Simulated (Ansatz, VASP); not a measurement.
## One calculation of Zn8O9, two programs

```
Zn O
1.0
    -3.21900   -5.57547    0.00000
     4.82850   -2.78774    0.00000
     0.00000    0.00000    5.14890
Zn O
8 9
Direct
  0.50410 0.32832 0.00996
  0.50653 0.65639 0.48588
  0.25024 0.83253 0.00208
  0.25020 0.13313 0.52676
  0.99634 0.32832 0.00996
  0.99398 0.65639 0.48590
  0.75024 0.80795 0.99633
  0.75022 0.18195 0.49739
  0.48044 0.31412 0.40566
  0.48434 0.66569 0.86185
  0.25025 0.81687 0.37698
  0.25023 0.17078 0.90458
  0.01999 0.31414 0.40559
  0.01613 0.66565 0.86187
  0.75026 0.85237 0.39180
  0.75025 0.12944 0.87285
  0.75018 0.48797 0.14661
```

Alike in both runs: functional PBEsol; k mesh 2 × 2 × 2; occupations fermi-dirac, width 0.05 eV; collinear spin.

Ansatz relaxed the structure, and its values are those at the end. VASP's run is a single point on that final structure, the one shown.

|  | VASP | Ansatz |
| --- | --- | --- |
| version | VASP 6.6.1 | Ansatz 0.2.0 |
| potentials or method | VASP PAW PBE potentials, release 64 (Zn, O), cutoff 520 eV | scalar-relativistic, plane waves, PAW |
| valence electrons in the cell | 150 | 150 |

Ansatz gave:

| Property | Result |
| --- | --- |
| rms of the force components (eV/Å) | 0.008 |
| net moment per atom (μB) | 0.11 |
| size of the moment on the site where the two differ most (μB) | 0.62 |

Problem. Which values does VASP return?

Solution. rms of the force components (eV/Å): 0.021; net moment per atom (μB): 0.11; size of the moment on the site where the two differ most (μB): 0.60.

VASP's potentials were made for PBE, not for PBEsol. Site moments also hang on the region over which each program counts them. With one functional, cell and mesh, what is left measures potentials, basis and numerics.

The k mesh is coarse, so the values compare programs but aren't converged.
